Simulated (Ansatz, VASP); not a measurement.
Two plane-wave programs on Al2O3

Contents of INCAR:

```
SYSTEM = Al2O3
PREC = Accurate
ENCUT = 520
EDIFF = 1E-7
ISMEAR = 0
SIGMA = 0.05
LREAL = .FALSE.
LASPH = .TRUE.
NELM = 80
ALGO = Normal
ISIF = 2
LWAVE = .FALSE.
LCHARG = .FALSE.
NBANDS = 20
```

KPOINTS

```
Automatic mesh
0
G
  12 12 4
  0 0 0
```

File POSCAR:

```
Al2O3
1.0
    2.8967832423      0.0000000000      0.0000000000
   -1.4483916211      2.5086878770      0.0000000000
    0.0000000000      0.0000000000      6.9686651220
Al O
2 3
Direct
    0.0000000000      0.0000000000      0.2779510000
    0.0000000000      0.0000000000      0.7220490000
    0.3333333333      0.6666666667      0.1994540000
    0.6666666667      0.3333333333      0.8005460000
    0.0000000000      0.0000000000      0.5000000000
```

Input for Ansatz:

```yaml
crystal:
  lattice:
    - [2.8967832423, 0.0, 0.0]
    - [-1.4483916211, 2.508687877, 0.0]
    - [0.0, 0.0, 6.968665122]
  atoms:
    - { symbol: Al, position: [0.0, 0.0, 0.277951] }
    - { symbol: Al, position: [0.0, 0.0, 0.722049] }
    - { symbol: O, position: [0.3333333333, 0.6666666667, 0.199454] }
    - { symbol: O, position: [0.6666666667, 0.3333333333, 0.800546] }
    - { symbol: O, position: [0.0, 0.0, 0.5] }
basis:
  ecutwfc: 420
kpoints:
  mp_grid: { grid: [12, 12, 4] }
hamiltonian:
  xc: lda
scf:
  occupations: { method: gaussian, width: 0.05 }
output:
  forces: true
  stress: true
  eigenvalues: true
```

Change from the starting cell: strain -0.040 along x and y, -0.080 along z, atoms carried along.

Alike in both runs: task single point; functional LDA; k mesh 12 × 12 × 4; occupations gaussian, width 0.05 eV; no spin polarisation.

```csv
,VASP,Ansatz
version,VASP 6.6.1,Ansatz 0.2.0
potentials or method,"VASP PAW LDA potentials, release 64 (Al, O), cutoff 520 eV","scalar-relativistic, plane waves, PAW"
valence electrons in the cell,24,24
```

Ansatz gave:

```
gap on the k mesh at the Fermi level (eV)                     : 3.87
least direct gap on the mesh (eV)                             : 3.87
pressure (GPa)                                                : 27.9
traceless stress, the component that is largest in VASP (GPa) : 26.59
rms of the force components (eV/Å)                            : 1.535
```

Task: Estimate VASP's values.

Result: gap on the k mesh at the Fermi level (eV): 3.86; least direct gap on the mesh (eV): 3.86; pressure (GPa): 29.9; traceless stress, the component that is largest in VASP (GPa): 27.95; rms of the force components (eV/Å): 1.635.

LDA's correlation is that of Perdew and Zunger in VASP and of Perdew and Wang (1992) in Ansatz. Atom by atom the forces differ by 0.100 eV/Å (rms over components).
